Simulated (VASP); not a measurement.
Ga2SiS:

```
Ga Si S
1.0
     3.74300    0.00000    0.00000
    -1.87150    3.24153    0.00000
     0.00000    0.00000    5.15171
Ga Si S
2 1 1
Direct
  0.66667 0.33333 0.23634
  0.66667 0.33333 0.76366
  0.00000 0.00000 0.50000
  0.33333 0.66667 0.00000
```

```yaml
Program: VASP 6.6.1
Task: relaxation of cell and atoms
Functional: PBE
Potentials_or_basis: VASP PAW PBE potentials, release 64 (Ga_d, Si, S)
Cutoff: 600 eV
k_mesh: 6 × 6 × 4
Occupations: gaussian, width 0.1 eV
Spin: no spin polarisation
```

At the start: pressure 21.5 GPa; volume 15.63 Å³/atom.

Task: Where does the relaxation end?

Result: Over 12 steps the energy falls by 470.0 meV/atom and the volume is 18.24 Å³/atom (+16.7 %); space group P-6m2 (No. 187, to 0.05 Å).

Step by step:
```tsv
step	energy change (eV)	largest force (eV/Å)	pressure (GPa)	volume (Å³)
1	0.0000	2.6196	21.49	62.51
2	-1.3272	0.1268	-4.90	83.25
3	-1.3601	0.3528	-2.73	79.57
4	-1.6464	0.0010	-2.33	77.56
5	-1.7716	0.4012	-1.43	75.62
6	-1.7887	0.6798	-0.89	74.63
7	-1.8368	0.3989	0.30	73.09
8	-1.8596	0.1125	2.17	71.14
9	-1.8771	0.1465	0.40	72.60
10	-1.8776	0.1153	0.72	72.38
11	-1.8776	0.1208	0.60	72.42
12	-1.8800	0.0274	0.07	72.96
```

Final structure:
```xyz
4
Lattice="3.5665 0.0000 0.0000 -1.7832 3.0887 0.0000 0.0000 0.0000 6.6234" Properties=species:S:1:pos:R:3 pbc="T T T"
Ga    1.7832    1.0296    1.6641
Ga    1.7832    1.0296    4.9593
Si    1.7832    3.0887    3.3117
S     0.0000    2.0591    0.0000
```

Caveat: the volume moved by over 15 % at a fixed basis, so the end points are rough.
